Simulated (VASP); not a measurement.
## Hf: single point with PBE

Crystal: Hf.

```
Hf
1.0
     4.27857    0.00000    0.00000
     0.00000    4.27857    0.00000
     0.00000    0.00000    4.27857
Hf
3
Direct
  0.50000 0.00000 0.00000
  0.00000 0.50000 0.00000
  0.00000 0.00000 0.50000
```

| Item | Value |
| --- | --- |
| Program | VASP 6.6.1 |
| Task | single point |
| Functional | PBE |
| Potentials or basis | VASP PAW PBE potentials, release 64 (Hf_pv) |
| Cutoff | 520 eV |
| k mesh | 4 × 4 × 4 |
| Occupations | gaussian, width 0.1 eV |
| Spin | no spin polarisation |
| Dipole correction | no |
| Further INCAR settings | ALGO = Normal; EDIFF = 1e-06; NBANDS = 22 |

```json
{"Pressure": "-0.3 GPa", "Band gap on the k mesh": "zero (band 15 reaches 4.71 eV, above the bottom of band 16 at 2.12 eV)"}
```

Levels at points of the mesh, in eV from the Fermi level:
| k point | band 11 | band 12 | band 13 | band 14 | band 15 | band 16 | band 17 | band 18 | band 19 | band 20 |
| --- | --- | --- | --- | --- | --- | --- | --- | --- | --- | --- |
| (0.00, 0.00, 0.00) | -3.19 | -1.74 | -1.74 | -1.34 | -1.34 | -1.34 | 3.59 | 3.59 | 3.59 | 3.89 |
| (0.50, 0.00, 0.00) | -2.99 | -1.82 | -0.86 | -0.03 | -0.03 | 0.28 | 1.06 | 1.06 | 1.92 | 2.25 |
| (0.50, 0.50, 0.00) | -2.41 | -1.82 | -1.09 | -0.17 | 0.04 | 0.14 | 0.14 | 1.31 | 1.31 | 2.39 |
| (0.50, 0.50, 0.50) | -2.79 | -2.79 | -2.40 | 1.24 | 1.24 | 1.24 | 1.36 | 1.79 | 1.79 | 1.79 |

Run time: 13 s on 1 thread of Intel(R) Xeon(R) Platinum 8259CL CPU @ 2.50GHz (Skylake/Cascade Lake), with other jobs on the host, peak memory 0.17 GiB.

Caveat: the k points lie up to 0.37 Å⁻¹ apart; spin-orbit coupling is left out, which moves the levels of the heavy elements.
